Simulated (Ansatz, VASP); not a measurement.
**One calculation of Al, two programs**

```
Al
1.0
     3.09370    0.00000    0.00000
    -1.54685    2.67922    0.00000
     0.00000    0.00000    4.86685
Al
2
Cartesian
  1.5469 0.8931 3.6501
  0.0000 1.7861 1.2167
```

Change from the starting cell: strain +0.1000 x Voigt [1, 1, 0, 0, 0, 0], atoms carried along.

Alike in both runs: task single point; functional r2SCAN; k mesh 21 × 21 × 10; occupations gaussian, width 0.15 eV; no spin polarisation.

|  | VASP | Ansatz |
| --- | --- | --- |
| version | VASP 6.6.1 | Ansatz 0.2.0 |
| potentials or method | VASP PAW PBE potentials, release 64 (Al), cutoff 520 eV | scalar-relativistic, plane waves, PAW |
| valence electrons in the cell | 6 | 6 |

|  | VASP | Ansatz | Ansatz less VASP |
| --- | --- | --- | --- |
| gap on the k mesh at the Fermi level (eV) | none | none | - |
| pressure (GPa) | -11.9 | -11.8 | +0.16 |
| traceless stress, the component that is largest in VASP (GPa) | 0.89 | 0.90 | +0.010 |

VASP's potentials were made for PBE, not for r2SCAN. A gap of «none» marks a metal or a gap that the smearing closes. With one functional, cell and mesh, what is left measures potentials, basis and numerics.
